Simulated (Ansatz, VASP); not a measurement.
# GaAs in VASP and in Ansatz

Contents of INCAR:

```
SYSTEM = GaAs
ALGO = Normal ; EDIFF = 1E-8
ENCUT = 520 ; GGA = CA
ISIF = 2 ; ISMEAR = -1
LASPH = .True. ; LCHARG = .False.
LEFG = .True. ; LREAL = .False.
LWAVE = .False. ; NBANDS = 16
NELM = 100 ; PREC = Accurate
SIGMA = 0.05
```

KPOINTS

```
k-points
0
Gamma
  11 11 11
  0 0 0
```

Contents of POSCAR:

```
GaAs
1.0
    0.0000000000      2.8173955816      2.8173955816
    2.8173955816      0.0000000000      2.8173955816
    2.8173955816      2.8173955816      0.0000000000
Ga As
1 1
Direct
    0.0000000000      0.0000000000      0.0000000000
    0.7500000000      0.7500000000      0.7500000000
```

Input for Ansatz:

```yaml
crystal:
  lattice:
    - [0.0, 2.8173955816, 2.8173955816]
    - [2.8173955816, 0.0, 2.8173955816]
    - [2.8173955816, 2.8173955816, 0.0]
  atoms:
    - { symbol: Ga, position: [0.0, 0.0, 0.0] }
    - { symbol: As, position: [0.75, 0.75, 0.75] }
kpoints:
  mp_grid: { grid: [11, 11, 11] }
scf:
  occupations: { method: fermi_dirac, width: 0.05 }
hamiltonian:
  xc: lda
  pseudopotentials: { kind: all_electron, datasets: crystal }
output:
  forces: true
  stress: true
  eigenvalues: true
  efg: { contact_densities: true }
```

Change from the starting cell: volume scaled by 0.99, crystal datasets.

Alike in both runs: task electric field gradients; functional LDA; k mesh 11 × 11 × 11; occupations fermi-dirac, width 0.05 eV; no spin polarisation.

|  | VASP | Ansatz |
| --- | --- | --- |
| version | VASP 6.6.1 | Ansatz 0.2.0 |
| potentials or method | VASP PAW LDA potentials, release 64 (Ga_d, As), cutoff 520 eV | all-electron PAW with datasets made for the crystal, scalar-relativistic |

```csv
,VASP,Ansatz,Ansatz less VASP
pressure (GPa),-0.9,-1.2,-0.26
```

LDA's correlation is that of Perdew and Zunger in VASP and of Perdew and Wang (1992) in Ansatz. Ansatz ran all-electron here, and VASP with PAW potentials.
